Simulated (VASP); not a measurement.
# InSe (R3m) in VASP: single point with r2SCAN+D3(BJ)

Aim: the single point of InSe with r2SCAN+D3(BJ).

Everything below comes from runs of VASP 6.6.1. Logs are shortened: lines on timing, memory, paths and dates and some standing lists are left out, and cuts for length are marked.

## 1. The cell of the first run

The structure is trigonal, space group R3m (No. 160). Conventional cell: a = 3.761 Å, b = 3.761 Å, c = 23.154 Å, α = 90.00°, β = 90.00°, γ = 120.00°. In (site symmetry 3m) has 3 Se at 2.55 Å and 1 In at 2.64 Å within 3.4 Å. Within 3.4 Å of In (site symmetry 3m) lie 3 Se at 2.54 Å and 1 In at 2.64 Å. Se (site symmetry 3m) has 3 In at 2.55 Å and 3 Se at 3.25 Å within 3.4 Å. Within 3.4 Å of Se (site symmetry 3m) lie 3 In at 2.54 Å and 3 Se at 3.25 Å.

## 2. Single point, r2SCAN+D3(BJ) (23.64 Å³/atom)

POSCAR reads:

```
InSe
1.0
    1.8805855059      1.0857565481      7.7181153137
   -1.8805855059      1.0857565481      7.7181153137
    0.0000000000     -2.1715130962      7.7181153137
In Se
2 2
Direct
   -0.0012586275     -0.0012586275     -0.0012586275
    0.1128187743      0.1128187743      0.1128187743
    0.6076915537      0.6076915537      0.6076915537
    0.8367482994      0.8367482994      0.8367482994
```

INCAR.step1 reads:

```
SYSTEM = InSe
PREC = Accurate ; ENCUT = 520
ISMEAR = 0 ; SIGMA = 0.05
LREAL = .FALSE. ; LASPH = .TRUE.
NELM = 100 ; NBANDS = 27
GGA = PE ; ALGO = Normal
EDIFF = 1E-4 ; LWAVE = .TRUE.
LCHARG = .FALSE.
```

INCAR.step2 reads:

```
SYSTEM = InSe
PREC = Accurate ; ENCUT = 520
EDIFF = 1E-6 ; ISMEAR = 0
SIGMA = 0.05 ; LREAL = .FALSE.
LASPH = .TRUE. ; NELM = 100
ALGO = Normal ; ISIF = 2
LWAVE = .FALSE. ; LCHARG = .FALSE.
METAGGA = R2SCAN ; LMIXTAU = .TRUE.
IVDW = 12 ; VDW_S6 = 1.0
VDW_S8 = 0.78981345 ; VDW_A1 = 0.49484001
VDW_A2 = 5.73083694 ; NBANDS = 27
ISTART = 1
```

KPOINTS reads:

```
Automatic mesh
0
G
  12 12 12
  0 0 0
```

Potentials or basis: VASP PAW PBE potentials, release 64 (In_d, Se).

On the command line:

```bash
> cat potpaw_PBE.64/In_d/POTCAR potpaw_PBE.64/Se/POTCAR > POTCAR
> cp INCAR.step1 INCAR
> mpirun -np 1 vasp_std > vasp.out
> cp INCAR.step2 INCAR
> mpirun -np 1 vasp_std > vasp.out
```

OUTCAR:

```text
SYSTEM = InSe
   PREC = Accurate
   ENCUT = 520
   EDIFF = 1E-6
   ISMEAR = 0
   LREAL = .FALSE.
   LASPH = .TRUE.
   NELM = 100
   ISIF = 2
   METAGGA = R2SCAN
   IVDW = 12
   ISTART = 1
 IVDW          = 12

 ion  position               nearest neighbor table
   1  0.999  0.999  0.999-   3 2.55   3 2.55   3 2.55   2 2.64
   2  0.113  0.113  0.113-   4 2.54   4 2.54   4 2.54   1 2.64
   3  0.608  0.608  0.608-   1 2.55   1 2.55   1 2.55
   4  0.837  0.837  0.837-   2 2.54   2 2.54   2 2.54

  LATTYP: Found a trigonal (rhomboedric) cell.
 ALAT       =     8.0177785653
 COS(alpha) =     0.8899707762

  Lattice vectors:

 A1 = (   1.8805855059,   1.0857565481,   7.7181153137)
 A2 = (  -1.8805855059,   1.0857565481,   7.7181153137)
 A3 = (   0.0000000000,  -2.1715130962,   7.7181153137)

Analysis of symmetry for initial positions (statically):
=====================================================================
 Subroutine PRICEL returns:
 Original cell was already a primitive cell.

 Routine SETGRP: Setting up the symmetry group for a
 trigonal (rhombohedral) supercell.

 Subroutine GETGRP returns: Found  6 space group operations
 (whereof  6 operations were pure point group operations)
 out of a pool of 12 trial point group operations.

The static configuration has the point symmetry C_3v.

Analysis of symmetry for dynamics (positions and initial velocities):
=====================================================================
 Subroutine PRICEL returns:
 Original cell was already a primitive cell.

 Routine SETGRP: Setting up the symmetry group for a
 trigonal (rhombohedral) supercell.

 Subroutine GETGRP returns: Found  6 space group operations
 (whereof  6 operations were pure point group operations)
 out of a pool of 12 trial point group operations.

The dynamic configuration has the point symmetry C_3v.

 Subroutine INISYM returns: Found  6 space group operations
 (whereof  6 operations are pure point group operations),
 and found     1 'primitive' translations

----------------------------------------------------------------------------------------

                                     Primitive cell

  volume of cell :      94.5558

  direct lattice vectors                    reciprocal lattice vectors
[... 89 lines left out ...]
   ENCUT  =  520.0 eV  38.22 Ry    6.18 a.u.  14.91 14.91 14.91*2*pi/ulx,y,z
   NELM   =    100;   NELMIN=  2; NELMDL=  0     # of ELM steps
   EDIFF  = 0.1E-05   stopping-criterion for ELM
   LREAL  =      F    real-space projection
   EDIFFG = 0.1E-04   stopping-criterion for IOM
   NSW    =      0    number of steps for IOM
   IBRION =     -1    ionic relax: 0-MD 1-quasi-New 2-CG
   NFREE  =      0    steps in history (QN), initial steepest desc. (CG)
   ISIF   =      2    stress and relaxation
   ISYM   =      2    0-nonsym 1-usesym 2-fastsym
   POTIM  = 0.5000    time-step for ionic-motion
   TEBEG  =    0.0;   TEEND  =   0.0 temperature during run
   PSTRESS=    0.0 pullay stress
   NELECT =      38.0000    total number of electrons
   NUPDOWN=      -1.0000    fix difference up-down
   EMIN   =  10.00;   EMAX   =-10.00  energy-range for DOS
   EFERMI =   0.00;   METHOD = LEGACY
   ISMEAR =     0;   SIGMA  =   0.05  broadening in eV -4-tet -1-fermi 0-gaus
   EFERMI_NEDOS =   21; number of points for ismear=-14 and -15
   IALGO  =     38    algorithm
   IMIX   =      4    mixing-type and parameters
     AMIX     =   0.40;   BMIX     =  1.00
     AMIX_MAG =   1.60;   BMIX_MAG =  1.00
  volume/ion in A,a.u.               =      23.64       159.52
  Fermi-wavevector in a.u.,A,eV,Ry     =   1.208111  2.282998 19.858126  1.459531
  Thomas-Fermi vector in A             =   2.343728
   LORBIT       =      0    0 simple, 1 ext, 2 COOP (PROOUT), +10 PAW based schemes
   METAGGA = R2SCAN    functional components
   LHFCALC =     F    Hartree Fock is set to
   AEXX    =    0.0000 exact exchange contribution
   IVDW    =    12    specifies the selected vdW correction
   LEPSILON=     F    determine dielectric tensor
   LRPA    =     F    only Hartree local field effects (RPA)
 non-spin polarized calculation
 Gauss-broadening in eV      SIGMA  =   0.05
  energy-cutoff  :      520.00
  volume of cell :       94.56
 maximum number of plane-waves:      2563
   NGX = 29   NGY = 29   NGZ = 29

 number of electron      38.0000008 magnetization

 Free energy of the ion-electron system (eV)
  ---------------------------------------------------
  ext. energy  EPLUGINS =         0.00000000
  ---------------------------------------------------
  free energy    TOTEN  =       -75.61387912 eV

  energy without entropy =      -75.61387912  energy(sigma->0) =      -75.61387912

 E-fermi :   6.5008     XC(G=0): -10.5639

 val. band max:        6.2645936082   @ k =   0.5000   0.5000   0.4167
 cond. band min:       7.2726868066   @ k =   0.5000   0.0000   0.0000
 fundamental gap:      1.0080931983
 Fermi energy:         6.5008151335

 k-point     1 :       0.0000    0.0000    0.0000
  band No.  band energies     occupation
      1      -9.5526      2.00000
      2      -9.2681      2.00000
      3      -9.2681      2.00000
      4      -9.1204      2.00000
      5      -9.1204      2.00000
      6      -9.1045      2.00000
[... 709 lines left out ...]
     26      13.9015      0.00000
     27      15.0748      0.00000

 [... further k-points ...]

------------------------ aborting loop because EDIFF is reached ----------------------------------------

 Edisp (eV)   -0.70762

 E8    (eV) :    -0.2561

  FORCE on cell =-STRESS in cart. coord.  units (eV):
  Direction    XX          YY          ZZ          XY          YZ          ZX
  --------------------------------------------------------------------------------------
  -------------------------------------------------------------------------------------
  Total       7.29471     7.29471     7.31362     0.00000     0.00000     0.00000
  in kB     123.60340   123.60340   123.92391     0.00000     0.00000     0.00000
  external pressure =      123.71 kB  Pullay stress =        0.00 kB

 VOLUME and BASIS-vectors are now :
 -----------------------------------------------------------------------------
  energy-cutoff  :      520.00
  volume of cell :       94.56
      direct lattice vectors                 reciprocal lattice vectors
     1.880585506  1.085756548  7.718115314     0.265874643  0.153502797  0.043188437
    -1.880585506  1.085756548  7.718115314    -0.265874643  0.153502797  0.043188437
     0.000000000 -2.171513096  7.718115314     0.000000000 -0.307005593  0.043188437

 POSITION                                       TOTAL-FORCE (eV/Angst)
 -----------------------------------------------------------------------------------
      0.00000      0.00000     23.12520         0.000000     -0.000000      0.002931
      0.00000      0.00000      2.61224         0.000000     -0.000000     -0.002604
      0.00000      0.00000     14.07070         0.000000      0.000000     -0.017996
      0.00000      0.00000     19.37436         0.000000     -0.000000      0.017669
 -----------------------------------------------------------------------------------
    total drift:                               -0.000000     -0.000000     -0.000730

  FREE ENERGIE OF THE ION-ELECTRON SYSTEM (eV)
  ---------------------------------------------------
  free  energy   TOTEN  =       -76.3215013650 eV

  energy  without entropy=      -76.3215013650  energy(sigma->0) =      -76.32150137
```

Run time: 49 min. Hardware: 1 thread of Intel Xeon 6975P-C (Granite Rapids), shared host; peak memory 0.82 GiB.

Results:

* Free energy: -76.3215 eV
* Pressure: 12.4 GPa
* Largest force: 0.018 eV/Å
* Band gap on the k mesh: 1.01 eV (least direct gap 1.50 eV)
* Dispersion energy per atom: -0.177 eV

Forces on the atoms (eV/Å):
```
In   0.000  0.000  0.003
In   0.000  0.000 -0.003
Se   0.000  0.000 -0.018
Se   0.000  0.000  0.018
```

Caveat: the cell stands under pressure; the PAW data sets were made with another functional, which shifts forces and pressure a little; spin-orbit coupling is left out, which moves the levels of the heavy elements. A k mesh can miss the band edges.
